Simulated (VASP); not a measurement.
# AlRu: single point with PBE+D4

AlRu:

```xyz
2
Lattice="2.9789 0.0000 0.0000 0.0000 2.9789 0.0000 0.0000 0.0000 2.9789" Properties=species:S:1:pos:R:3 pbc="T T T"
Al    0.0000    0.0000    0.0000
Ru    1.4895    1.4895    1.4895
```

* Program: VASP 6.6.1
* Task: single point
* Functional: PBE
* Dispersion: D4
* Potentials or basis: VASP PAW PBE potentials, release 64 (Al, Ru_pv)
* Cutoff: 520 eV
* k mesh: 10 × 10 × 10
* Occupations: fermi-dirac, width 0.1 eV
* Spin: no spin polarisation

```
Pressure                   : 0.0 GPa
Dispersion energy per atom : -0.479 eV
```

Levels at points of the mesh, in eV from the Fermi level:
| k point | band 7 | band 8 | band 9 | band 10 | band 11 | band 12 |
| --- | --- | --- | --- | --- | --- | --- |
| (0.00, 0.00, 0.00) | 0.15 | 0.15 | 0.15 | 6.11 | 6.11 | 6.11 |
| (0.50, 0.00, 0.00) | -1.66 | -1.66 | 0.41 | 2.30 | 7.41 | 11.07 |
| (0.50, 0.50, 0.00) | -1.41 | -1.22 | -1.22 | 1.53 | 5.36 | 6.33 |
| (0.50, 0.50, 0.50) | 1.63 | 1.63 | 2.63 | 4.13 | 4.13 | 4.13 |

It took 19 s on 1 thread of AMD EPYC 7R43 64-Core Processor (Zen 3), on a shared host, peak memory 0.11 GiB.

Caveat: pairwise dispersion overbinds metals, which lowers pressure and volume.
